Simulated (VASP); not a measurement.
# MgO (I4mm) in VASP: single point with PBE

Aim: the single point of MgO with PBE.

Everything below comes from runs of VASP 6.6.1. Logs are shortened: lines on timing, memory, paths and dates and some standing lists are left out, and cuts for length are marked.

### Step 1. The cell of the first run

The structure is tetragonal, space group I4mm (No. 107). Conventional cell: a = 3.020 Å, b = 3.020 Å, c = 4.270 Å, α = 90.00°, β = 90.00°, γ = 90.00°. Within 2.6 Å of Mg (site symmetry 4mm) lie 6 O at 1.94 to 2.34 Å. O (site symmetry 4mm) has 6 Mg at 1.94 to 2.34 Å within 2.6 Å.

### Step 2. Single point, PBE (atom 2 (O) moved by (-0.200, +0.000) A along x and z)

File INCAR:

```
PREC = Accurate
ENCUT = 520
EDIFF = 1E-7
ISMEAR = 0
SIGMA = 0.05
LREAL = False
LASPH = True
NELM = 100
ALGO = Normal
ISIF = 2
LWAVE = False
LCHARG = False
GGA = PE
NBANDS = 11
```

File KPOINTS:

```
Automatic mesh
0
Gamma
  10 10 10
```

File POSCAR:

```
MgO
1.0
    0.0000000000      2.1351500000      2.1351500000
    2.1351500000      0.0000000000      2.1351500000
    2.1351500000      2.1351500000      0.0000000000
Mg O
1 1
Direct
    0.0000000000      0.0000000000      0.0000000000
    0.5468351170      0.4531648830      0.4531648830
```

Potentials or basis: VASP PAW PBE potentials, release 64 (Mg, O).

On the command line:

```
$ cat potpaw_PBE.64/Mg/POTCAR potpaw_PBE.64/O/POTCAR > POTCAR
$ mpirun -np 1 vasp_std > vasp.out
```

OUTCAR:

```text
PREC = Accurate
   ENCUT = 520
   EDIFF = 1E-7
   ISMEAR = 0
   LREAL = False
   LASPH = True
   NELM = 100
   ISIF = 2
   GGA = PE

 ion  position               nearest neighbor table
   1  0.000  0.000  0.000-   2 1.94   2 2.14   2 2.14   2 2.14   2 2.14   2 2.34
   2  0.547  0.453  0.453-   1 1.94   1 2.14   1 2.14   1 2.14   1 2.14   1 2.34

  LATTYP: Found a face centered cubic cell.
 ALAT       =     4.2703000000

  Lattice vectors:

 A1 = (   0.0000000000,   2.1351500000,   2.1351500000)
 A2 = (   2.1351500000,   0.0000000000,   2.1351500000)
 A3 = (   2.1351500000,   2.1351500000,   0.0000000000)

Analysis of symmetry for initial positions (statically):
=====================================================================
 Subroutine PRICEL returns:
 Original cell was already a primitive cell.

 Routine SETGRP: Setting up the symmetry group for a
 face centered cubic supercell.

 Subroutine GETGRP returns: Found  8 space group operations
 (whereof  8 operations were pure point group operations)
 out of a pool of 48 trial point group operations.

The static configuration has the point symmetry C_4v.

Analysis of symmetry for dynamics (positions and initial velocities):
=====================================================================
 Subroutine PRICEL returns:
 Original cell was already a primitive cell.

 Routine SETGRP: Setting up the symmetry group for a
 face centered cubic supercell.

 Subroutine GETGRP returns: Found  8 space group operations
 (whereof  8 operations were pure point group operations)
 out of a pool of 48 trial point group operations.

The dynamic configuration has the point symmetry C_4v.

 Subroutine INISYM returns: Found  8 space group operations
 (whereof  8 operations are pure point group operations),
 and found     1 'primitive' translations

----------------------------------------------------------------------------------------

                                     Primitive cell

  volume of cell :      19.4677

  direct lattice vectors                    reciprocal lattice vectors
     0.000000000  2.135150000  2.135150000    -0.234175585  0.234175585  0.234175585
     2.135150000  0.000000000  2.135150000     0.234175585 -0.234175585  0.234175585
     2.135150000  2.135150000  0.000000000     0.234175585  0.234175585 -0.234175585

  length of vectors
     3.019558088  3.019558088  3.019558088     0.405604011  0.405604011  0.405604011

  position of ions in fractional coordinates (direct lattice)
     0.000000000  0.000000000  0.000000000
     0.546835117  0.453164883  0.453164883

  ion indices of the primitive-cell ions
   primitive index   ion index
                 1           1
                 2           2

----------------------------------------------------------------------------------------

 KPOINTS: Automatic mesh

Automatic generation of k-mesh.
 Grid dimensions read from file:
 generate k-points for:   10   10   10

 Generating k-lattice:

  Cartesian coordinates                     Fractional coordinates (reciprocal lattice)
    -0.023417558  0.023417558  0.023417558     0.100000000  0.000000000  0.000000000
     0.023417558 -0.023417558  0.023417558     0.000000000  0.100000000  0.000000000
     0.023417558  0.023417558 -0.023417558     0.000000000  0.000000000  0.100000000

  Length of vectors
     0.040560401  0.040560401  0.040560401

  Shift w.r.t. Gamma in fractional coordinates (k-lattice)
     0.000000000  0.000000000  0.000000000

 Subroutine IBZKPT returns following result:
 ===========================================

 Found    102 irreducible k-points:

 Following reciprocal coordinates:
            Coordinates               Weight
  0.000000  0.000000  0.000000      1.000000
  0.100000  0.000000  0.000000      8.000000
  0.200000  0.000000  0.000000      8.000000
  0.300000  0.000000  0.000000      8.000000
  0.400000  0.000000  0.000000      8.000000
  0.500000  0.000000  0.000000      4.000000
[... 16 lines left out ...]
 -0.100000  0.100000  0.000000      8.000000
  0.000000 -0.100000  0.100000      4.000000
 [... further k-points ...]
   k-points           NKPTS =    102   k-points in BZ     NKDIM =    102   number of bands    NBANDS=     11
   number of dos      NEDOS =    301   number of ions     NIONS =      2
   total plane-waves  NPLWV =  13824
   dimension x,y,z NGX =    24 NGY =   24 NGZ =   24
   dimension x,y,z NGXF=    48 NGYF=   48 NGZF=   48
   ions per type =               1   1
   NGX,Y,Z   is equivalent  to a cutoff of  13.21, 13.21, 13.21 a.u.
   NGXF,Y,Z  is equivalent  to a cutoff of  26.43, 26.43, 26.43 a.u.
 SYSTEM =  unknown system
   PREC   = accura    normal or accurate (medium, high low for compatibility)
   ISTART =      0    job   : 0-new  1-cont  2-samecut
   ICHARG =      2    charge: 1-file 2-atom 10-const
   ISPIN  =      1    spin polarized calculation?
   LNONCOLLINEAR =      F non collinear calculations
   LSORBIT =      F    spin-orbit coupling
   LASPH  =      T    aspherical Exc in radial PAW
   ENCUT  =  520.0 eV  38.22 Ry    6.18 a.u.   5.61  5.61  5.61*2*pi/ulx,y,z
   NELM   =    100;   NELMIN=  2; NELMDL= -5     # of ELM steps
   EDIFF  = 0.1E-06   stopping-criterion for ELM
   LREAL  =      F    real-space projection
   EDIFFG = 0.1E-05   stopping-criterion for IOM
   NSW    =      0    number of steps for IOM
   IBRION =     -1    ionic relax: 0-MD 1-quasi-New 2-CG
   NFREE  =      0    steps in history (QN), initial steepest desc. (CG)
   ISIF   =      2    stress and relaxation
   ISYM   =      2    0-nonsym 1-usesym 2-fastsym
   POTIM  = 0.5000    time-step for ionic-motion
   TEBEG  =    0.0;   TEEND  =   0.0 temperature during run
   PSTRESS=    0.0 pullay stress
   NELECT =       8.0000    total number of electrons
   NUPDOWN=      -1.0000    fix difference up-down
   EMIN   =  10.00;   EMAX   =-10.00  energy-range for DOS
   EFERMI =   0.00;   METHOD = LEGACY
   ISMEAR =     0;   SIGMA  =   0.05  broadening in eV -4-tet -1-fermi 0-gaus
   EFERMI_NEDOS =   21; number of points for ismear=-14 and -15
   IALGO  =     38    algorithm
   IMIX   =      4    mixing-type and parameters
     AMIX     =   0.40;   BMIX     =  1.00
     AMIX_MAG =   1.60;   BMIX_MAG =  1.00
  volume/ion in A,a.u.               =       9.73        65.69
  Fermi-wavevector in a.u.,A,eV,Ry     =   1.217119  2.300022 20.155386  1.481379
  Thomas-Fermi vector in A             =   2.352450
   LORBIT       =      0    0 simple, 1 ext, 2 COOP (PROOUT), +10 PAW based schemes
   GGA     = PE    functional components
   LHFCALC =     F    Hartree Fock is set to
   AEXX    =    0.0000 exact exchange contribution
   IVDW    =     0    specifies the selected vdW correction
   LEPSILON=     F    determine dielectric tensor
   LRPA    =     F    only Hartree local field effects (RPA)
 non-spin polarized calculation
 Gauss-broadening in eV      SIGMA  =   0.05
  energy-cutoff  :      520.00
  volume of cell :       19.47
 maximum number of plane-waves:       544
   NGX = 11   NGY = 11   NGZ = 11

 number of electron       8.0000001 magnetization

 Free energy of the ion-electron system (eV)
  ---------------------------------------------------
  ext. energy  EPLUGINS =         0.00000000
  ---------------------------------------------------
  free energy    TOTEN  =       -11.80540956 eV

  energy without entropy =      -11.80540956  energy(sigma->0) =      -11.80540956

 E-fermi :   3.0657     XC(G=0): -10.8701

 val. band max:        2.8506433004   @ k =   0.0000   0.0000   0.0000
 cond. band min:       7.1800111525   @ k =   0.0000   0.0000   0.0000
 fundamental gap:      4.3293678521
 Fermi energy:         3.0657359633

 k-point     1 :       0.0000    0.0000    0.0000
  band No.  band energies     occupation
      1     -14.1929      2.00000
      2       2.7990      2.00000
      3       2.8506      2.00000
      4       2.8506      2.00000
      5       7.1800      0.00000
      6      18.5157      0.00000
      7      18.5937      0.00000
      8      18.5937      0.00000
      9      22.1736      0.00000
     10      24.0121      0.00000
     11      24.0929      0.00000

 k-point     2 :       0.1000    0.0000    0.0000
  band No.  band energies     occupation
      1     -14.0955      2.00000
      2       2.1845      2.00000
      3       2.7717      2.00000
      4       2.7913      2.00000
      5       7.8091      0.00000
      6      17.2494      0.00000
      7      18.7733      0.00000
      8      18.8024      0.00000
      9      23.2045      0.00000
     10      23.2793      0.00000
     11      23.8635      0.00000

 k-point     3 :       0.2000    0.0000    0.0000
  band No.  band energies     occupation
      1     -13.8284      2.00000
      2       0.9228      2.00000
      3       2.6200      2.00000
      4       2.6405      2.00000
      5       9.0101      0.00000
      6      15.6779      0.00000
      7      19.1304      0.00000
      8      19.1755      0.00000
      9      22.5386      0.00000
     10      22.6896      0.00000
     11      24.5498      0.00000

 k-point     4 :       0.3000    0.0000    0.0000
  band No.  band energies     occupation
      1     -13.4700      2.00000
      2      -0.3226      2.00000
      3       2.4414      2.00000
      4       2.4624      2.00000
      5       9.9999      0.00000
      6      14.8524      0.00000
      7      19.1432      0.00000
      8      19.1514      0.00000
      9      23.0575      0.00000
     10      23.0878      0.00000
     11      24.0050      0.00000

 k-point     5 :       0.4000    0.0000    0.0000
  band No.  band energies     occupation
      1     -13.1520      2.00000
      2      -1.2242      2.00000
      3       2.3030      2.00000
      4       2.3242      2.00000
      5      10.4397      0.00000
      6      14.7636      0.00000
      7      18.8626      0.00000
      8      18.9595      0.00000
      9      23.2000      0.00000
     10      24.3182      0.00000
     11      24.5286      0.00000
[... 211 lines left out ...]
 k-point    21 :      -0.2000    0.1000    0.0000
  band No.  band energies     occupation
      1     -13.6457      2.00000
      2       0.4214      2.00000
      3       2.2316      2.00000
      4       2.5925      2.00000
      5       9.7435      0.00000
      6      15.1068      0.00000
      7      18.4399      0.00000
      8      19.8045      0.00000
      9      21.5415      0.00000
     10      23.4591      0.00000
     11      25.4238      0.00000

 k-point    22 :       0.0000   -0.2000    0.1000
  band No.  band energies     occupation
      1     -13.6462      2.00000
      2       0.4053      2.00000
      3       2.2333      2.00000
      4       2.6107      2.00000
      5       9.7827      0.00000
      6      15.0419      0.00000
      7      18.5675      0.00000
      8      19.6317      0.00000
      9      21.3580      0.00000
     10      23.4802      0.00000
     11      25.8148      0.00000

 k-point    23 :      -0.1000    0.1000    0.0000
  band No.  band energies     occupation
      1     -13.9420      2.00000
      2       1.4974      2.00000
      3       2.5380      2.00000
      4       2.7358      2.00000
      5       8.5942      0.00000
      6      16.1874      0.00000
      7      18.7608      0.00000
      8      19.2260      0.00000
      9      22.0514      0.00000
     10      23.3619      0.00000
     11      25.1210      0.00000

 k-point    24 :       0.0000   -0.1000    0.1000
  band No.  band energies     occupation
      1     -13.9422      2.00000
      2       1.4864      2.00000
      3       2.5284      2.00000
      4       2.7528      2.00000
      5       8.6224      0.00000
      6      16.1514      0.00000
      7      18.8025      0.00000
      8      19.1873      0.00000
      9      21.8492      0.00000
     10      23.3692      0.00000
     11      25.3889      0.00000

 [... further k-points ...]

------------------------ aborting loop because EDIFF is reached ----------------------------------------

  FORCE on cell =-STRESS in cart. coord.  units (eV):
  Direction    XX          YY          ZZ          XY          YZ          ZX
  --------------------------------------------------------------------------------------
  -------------------------------------------------------------------------------------
  Total        1.1845410     -0.3785218     -0.3785218      0.0000000      0.0000000      0.0000000
  in kB       97.4867291    -31.1520252    -31.1520252      0.0000000      0.0000000      0.0000000
  external PRESSURE =      11.7275596 kB  Pullay stress =       0.0000000 kB

 VOLUME and BASIS-vectors are now :
 -----------------------------------------------------------------------------
  energy-cutoff  :      520.00
  volume of cell :       19.47
      direct lattice vectors                 reciprocal lattice vectors
     0.000000000  2.135150000  2.135150000    -0.234175585  0.234175585  0.234175585
     2.135150000  0.000000000  2.135150000     0.234175585 -0.234175585  0.234175585
     2.135150000  2.135150000  0.000000000     0.234175585  0.234175585 -0.234175585

 POSITION                                       TOTAL-FORCE (eV/Angst)
 -----------------------------------------------------------------------------------
      0.00000      0.00000      0.00000        -1.188268      0.000000      0.000000
      1.93515      2.13515      2.13515         1.188268      0.000000      0.000000
 -----------------------------------------------------------------------------------
    total drift:                                0.000605      0.000000      0.000000

  FREE ENERGIE OF THE ION-ELECTRON SYSTEM (eV)
  ---------------------------------------------------
  free  energy   TOTEN  =       -11.8054095574 eV

  energy  without entropy=      -11.8054095574  energy(sigma->0) =      -11.80540956
```

Run time: 30 s. Hardware: 1 thread of Intel Xeon 8259CL, shared host; peak memory 0.15 GiB.

What came out:

```
Free energy            : -11.8054 eV
Pressure               : 1.2 GPa
Largest force          : 1.188 eV/Å
Band gap on the k mesh : 4.33 eV, direct
```

Forces in eV/Å, atoms in the order of the input:
```
Mg  -1.188  0.000  0.000
O    1.188  0.000  0.000
```

Stress tensor (GPa, compression positive):
```
 9.75  0.00  0.00
 0.00 -3.12  0.00
 0.00  0.00 -3.12
```

Levels at points of the mesh, in eV from the valence-band top:
```
           k point  band 1  band 2  band 3  band 4  band 5  band 6  band 7  band 8
(0.00, 0.00, 0.00)  -17.04   -0.05    0.00    0.00    4.33   15.67   15.74   15.74
(0.50, 0.00, 0.00)  -15.87   -4.41   -0.60   -0.58    7.67   12.00   15.88   16.02
(0.50, 0.50, 0.00)  -15.63   -3.89   -1.30   -1.28    9.21    9.37   12.71   18.31
(0.00, 0.50, 0.50)  -15.63   -3.85   -1.26   -1.26    9.11    9.31   12.73   18.41
```

Caveat: the cell differs from its parent crystal (atom 2 (O) moved by (-0.200, +0.000) A along x and z); forces of over 1 eV/Å act on the atoms, so gaps and moduli don't describe the material at rest.
